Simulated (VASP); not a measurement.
The system is Y.

```xyz
2
Lattice="3.6954 0.0000 0.0000 -1.8477 3.2003 0.0000 0.0000 0.0000 5.8060" Properties=species:S:1:pos:R:3 pbc="T T T"
Y     1.8477    1.0668    4.3545
Y     0.0000    2.1335    1.4515
```

Base run:

```yaml
Program: VASP 6.6.1
Functional: PBEsol
Potentials_or_basis: VASP PAW PBE potentials, release 64 (Y_sv)
Cutoff: 520 eV
k_mesh: 8 × 8 × 5
Occupations: fermi-dirac, width 0.05 eV
Spin: no spin polarisation
```

Its results: band gap on the k mesh zero (band 11 reaches 3.44 eV, above the bottom of band 12 at 2.21 eV); pressure -3.4 GPa.

Question: The run is repeated on the same cell with these changes: functional from PBEsol to PBE; further incar settings from ALGO = Normal; EDIFF = 1e-06; NBANDS = 18 to ALGO = Fast; EDIFF = 1e-06; NBANDS = 18. What comes out?

Answer: Band gap on the k mesh zero (band 11 reaches 3.54 eV, above the bottom of band 12 at 2.32 eV); pressure -1.7 GPa.

Caveats: the PAW data sets were made with another functional, which shifts forces and pressure a little (some runs).
